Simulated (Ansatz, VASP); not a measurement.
LaTl3H6: VASP beside Ansatz

```
La Tl H
1.0
     5.67909    0.00000    0.00000
     0.00000    5.67909    0.00000
     0.00000    0.00000    5.44317
La Tl H
1 3 6
Cartesian
  2.8395 2.8395 0.0000
  2.8395 0.0000 2.7216
  0.0000 2.8395 2.7216
  0.0000 0.0000 0.0000
  3.6757 2.8395 2.7216
  2.0034 2.8395 2.7216
  2.8395 2.0034 2.7216
  2.8395 3.6757 2.7216
  2.8395 0.0000 0.0000
  0.0000 2.8395 0.0000
```

Alike in both runs: task relaxation of cell and atoms; functional PBE; k mesh 4 × 4 × 4; occupations gaussian, width 0.1 eV; no spin polarisation.

|  | VASP | Ansatz |
| --- | --- | --- |
| version | VASP 6.6.1 | Ansatz 0.2.0 |
| potentials or method | VASP PAW PBE potentials, release 64 (La, Tl_d, H), cutoff 600 eV | scalar-relativistic, plane waves, PAW |
| valence electrons in the cell | 56 | 56 |

```tsv
	VASP	Ansatz	Ansatz less VASP
gap on the k mesh at the Fermi level, each at its own relaxed structure (eV)	none	none	-
relaxed volume (Å³/atom)	17.13	16.76	-0.371
relaxed length of the cell vector where the two differ most in proportion (Å)	6.473	6.402	-0.0715
```

A gap of «none» marks a metal or a gap that the smearing closes.

Neither program's run includes spin-orbit coupling.
